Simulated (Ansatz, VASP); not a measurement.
**Al2BN3: VASP beside Ansatz**

Contents of INCAR:

```
ALGO = Normal
EDIFF = 1E-6
EDIFFG = -0.04
ENCUT = 600
GGA = PE
IBRION = 2
ISIF = 3
ISMEAR = 0
LASPH = T
LCHARG = F
LREAL = F
LWAVE = F
NELM = 100
NSW = 90
PREC = Accurate
SIGMA = 0.1
```

KPOINTS

```
k-points
0
Gamma
  6 6 6
```

Contents of POSCAR:

```
Al2BN3
1.0
    2.2218206600      1.2827687500      4.3196743000
   -2.2218206600      1.2827687500      4.3196743000
    0.0000000000     -2.5655375100      4.3196743000
Al B N
2 1 3
Direct
    0.3248828400      0.3248828400      0.3248828400
    0.6751171600      0.6751171600      0.6751171600
    0.5000000000      0.5000000000      0.5000000000
    0.0000000000      0.0000000000      0.5000000000
    0.5000000000      0.0000000000      0.0000000000
    0.0000000000      0.5000000000      0.0000000000
```

Input for Ansatz:

```yaml
crystal:
  lattice:
    - [2.22182066, 1.28276875, 4.3196743]
    - [-2.22182066, 1.28276875, 4.3196743]
    - [0.0, -2.56553751, 4.3196743]
  atoms:
    - { symbol: Al, position: [0.32488284, 0.32488284, 0.32488284] }
    - { symbol: Al, position: [0.67511716, 0.67511716, 0.67511716] }
    - { symbol: B, position: [0.5, 0.5, 0.5] }
    - { symbol: "N", position: [0.0, 0.0, 0.5] }
    - { symbol: "N", position: [0.5, 0.0, 0.0] }
    - { symbol: "N", position: [0.0, 0.5, 0.0] }
basis:
  ecutwfc: 420
kpoints:
  mp_grid: { grid: [6, 6, 6] }
hamiltonian:
  xc: pbe
scf:
  occupations: { method: gaussian, width: 0.1 }
  lower_state_search: "off"
output:
  forces: true
  stress: true
  eigenvalues: true
relax:
  adjacent_minimum: "off"
  f_tol: 0.04
  max_steps: 70
  cell: { stress_tol: 0.4 }
```

Alike in both runs: task relaxation of cell and atoms; functional PBE; k mesh 6 × 6 × 6; occupations gaussian, width 0.1 eV; no spin polarisation.

```csv
,VASP,Ansatz
version,VASP 6.6.1,Ansatz 0.2.0
potentials or method,"VASP PAW PBE potentials, release 64 (Al, B, N), cutoff 600 eV","scalar-relativistic, plane waves, PAW"
valence electrons in the cell,24,24
```

```csv
,VASP,Ansatz,Ansatz less VASP
"gap on the k mesh at the Fermi level, each at its own relaxed structure (eV)",none,none,-
relaxed volume (Å³/atom),11.82,11.84,+0.027
relaxed cell length with the largest relative difference (Å),4.375,4.377,+0.0023
```

A gap of «none» marks a metal or a gap that the smearing closes.
